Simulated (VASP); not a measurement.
A run of VASP 6.6.1:

The input INCAR:

```
SYSTEM = TaN
ALGO     = Normal         ! electronic algorithm
EDIFF    = 1E-6           ! SCF threshold, eV
ENCUT    = 520            ! plane-wave cutoff, eV
GGA      = PS             ! functional
ISIF     = 2              ! what is computed and relaxed
ISMEAR   = 0              ! smearing method
LASPH    = .True.         ! aspherical terms in the spheres
LCHARG   = .True.         ! write CHGCAR
LELF     = .True.         ! ELF
LREAL    = .False.        ! projectors in reciprocal space
LVHAR    = .True.       
LWAVE    = .False.        ! write WAVECAR
NBANDS   = 15             ! bands
NELM     = 100            ! most SCF steps
PREC     = Accurate       ! precision mode
SIGMA    = 0.15           ! smearing width, eV
```

KPOINTS

```
k-points
0
Gamma
  26 26 26
  0 0 0
```

File POSCAR:

```
TaN
1.0
   -0.9188371995      1.8376743989      1.8376743989
    1.8376743989     -0.9188371995      1.8376743989
    1.8376743989      1.8376743989     -0.9188371995
Ta N
1 1
Direct
    0.5000000000      0.5000000000      0.5000000000
    0.0000000000      0.0000000000      0.0000000000
```

Potentials or basis: VASP PAW PBE potentials, release 64 (Ta_pv, N).

Command:

```console
$ cat potpaw_PBE.64/Ta_pv/POTCAR potpaw_PBE.64/N/POTCAR > POTCAR
$ mpirun -np 1 vasp_std > vasp.out
```

Hardware: 1 thread of Intel Xeon 8259CL, on a shared host.

How long does it take, and how much memory?

Wall time 2.1 min on 1 thread of Intel Xeon 8259CL, on a shared host, peak memory 0.29 GiB. Counts: scf iterations 12, k points 560.
